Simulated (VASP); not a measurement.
Write the native input for VASP 6.6.1 that does the following.

```yaml
Task: single point
Functional: PBE
Potentials_or_basis: VASP PAW PBE potentials, release 64 (Si, W_sv)
Cutoff: 520 eV
k_mesh: 18 × 18 × 18
Occupations: fermi-dirac, width 0.15 eV
Spin: no spin polarisation
Dipole_correction: no
Further_INCAR_settings: ALGO = Normal; EDIFF = 1e-06; NBANDS = 18
```

The structure of Si2W lies in POSCAR:

```
Si2W
1.0
   -1.6143474500      1.6143474500      3.9368916866
    1.6143474500     -1.6143474500      3.9368916866
    1.6143474500      1.6143474500     -3.9368916866
Si W
2 1
Direct
    0.3344393373      0.3344393373      0.0000000000
    0.6655606627      0.6655606627      0.0000000000
    0.0000000000      0.0000000000      0.0000000000
```

The input as run:

INCAR

```
ALGO = Normal
EDIFF = 1E-6
ENCUT = 520
GGA = PE
ISIF = 2
ISMEAR = -1
LASPH = T
LCHARG = F
LREAL = F
LWAVE = F
NBANDS = 18
NELM = 80
PREC = Accurate
SIGMA = 0.15
```

KPOINTS

```
k-points
0
Gamma
  18 18 18
```

Potentials or basis: VASP PAW PBE potentials, release 64 (Si, W_sv).

Command:

```sh
$ cat potpaw_PBE.64/Si/POTCAR potpaw_PBE.64/W_sv/POTCAR > POTCAR
$ mpirun -np 1 vasp_std > vasp.out
```

It gave:

* Pressure: 0.1 GPa
* Largest force: 0.003 eV/Å
* Band gap on the k mesh: zero (band 11 reaches 12.48 eV, above the bottom of band 12 at 11.23 eV)

Caveat: spin-orbit coupling is left out, which moves the levels of the heavy elements.

Run time: 4.7 min on 1 thread of Intel(R) Xeon(R) Platinum 8488C (Sapphire Rapids) (shared host), peak memory 0.46 GiB.
